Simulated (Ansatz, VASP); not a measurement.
## Cu2O in VASP and in Ansatz

POSCAR

```
Cu2O
1.0
    4.2460810752      0.0000000000      0.0000000000
    0.0000000000      4.2460810752      0.0000000000
    0.0000000000      0.0000000000      4.2460810752
Cu O
4 2
Direct
    0.2500000000      0.2500000000      0.2500000000
    0.2500000000      0.7500000000      0.7500000000
    0.7500000000      0.7500000000      0.2500000000
    0.7500000000      0.2500000000      0.7500000000
    0.0000000000      0.0000000000      0.0000000000
    0.5000000000      0.5000000000      0.5000000000
```

File INCAR.step1:

```
PREC     = Accurate       # precision mode
ENCUT    = 520            # plane-wave cutoff, eV
EDIFF    = 1E-5           # SCF threshold, eV
ISMEAR   = 0              # smearing method
SIGMA    = 0.01           # smearing width, eV
LREAL    = F              # projectors in reciprocal space
LASPH    = T              # aspherical terms in the spheres
NELM     = 120            # most SCF steps
ALGO     = Normal         # electronic algorithm
ISIF     = 2              # what is computed and relaxed
LWAVE    = T              # write WAVECAR
LCHARG   = F              # write CHGCAR
NBANDS   = 37             # bands
GGA      = PE             # functional
GGA_COMPAT= F            
KPAR     = 4
```

Contents of INCAR.step2:

```
PREC     = Accurate       # precision mode
ENCUT    = 520            # plane-wave cutoff, eV
EDIFF    = 1E-6           # SCF threshold, eV
ISMEAR   = 0              # smearing method
SIGMA    = 0.01           # smearing width, eV
LREAL    = F              # projectors in reciprocal space
LASPH    = T              # aspherical terms in the spheres
NELM     = 120            # most SCF steps
ALGO     = Normal         # electronic algorithm
ISIF     = 2              # what is computed and relaxed
LWAVE    = F              # write WAVECAR
LCHARG   = F              # write CHGCAR
GGA      = PE             # functional
LHFCALC  = T              # exact exchange
AEXX     = 0.25           # exact-exchange fraction
PRECFOCK = Normal       
NBANDS   = 37             # bands
ISTART   = 1            
GGA_COMPAT= F            
KPAR     = 4
```

File KPOINTS:

```
Automatic mesh
0
Gamma
  4 4 4
```

Input for Ansatz:

```yaml
crystal:
  lattice:
    - [4.2460810752, 0.0, 0.0]
    - [0.0, 4.2460810752, 0.0]
    - [0.0, 0.0, 4.2460810752]
  atoms:
    - { symbol: Cu, position: [0.25, 0.25, 0.25] }
    - { symbol: Cu, position: [0.25, 0.75, 0.75] }
    - { symbol: Cu, position: [0.75, 0.75, 0.25] }
    - { symbol: Cu, position: [0.75, 0.25, 0.75] }
    - { symbol: O, position: [0.0, 0.0, 0.0] }
    - { symbol: O, position: [0.5, 0.5, 0.5] }
kpoints:
  mp_grid: { grid: [4, 4, 4] }
  band_path:
    path: [[0.0, 0.0, 0.0], [0.0, 0.5, 0.0], [0.5, 0.5, 0.0], [0.5, 0.5, 0.5]]
    npoints: 1
hamiltonian:
  xc: pbe0
scf:
  occupations: { method: fixed }
  n_extra_bands: 5
output:
  forces: true
  stress: true
  eigenvalues: true
```

Alike in both runs: task single point; functional PBE0; k mesh 4 × 4 × 4; no spin polarisation.

```csv
,VASP,Ansatz
version,VASP 6.6.1,Ansatz 0.2.0
potentials or method,"VASP PAW PBE potentials, release 64 (Cu, O)","plane waves, PAW"
plane-wave cutoff (eV),520,420
occupations,"gaussian, width 0.01 eV",fixed
valence electrons in the cell,56,88
```

```tsv
	VASP	Ansatz	Ansatz less VASP
gap on the k mesh at the Fermi level (eV)	2.82	2.79	-0.030
pressure (GPa)	3.6	3.0	-0.65
```

VASP's potentials hold 56 valence electrons a cell and Ansatz's 88, so a difference there can come from the potentials and not from the codes. Ansatz's warnings: stress exchange threshold loose, stress scf threshold loose.
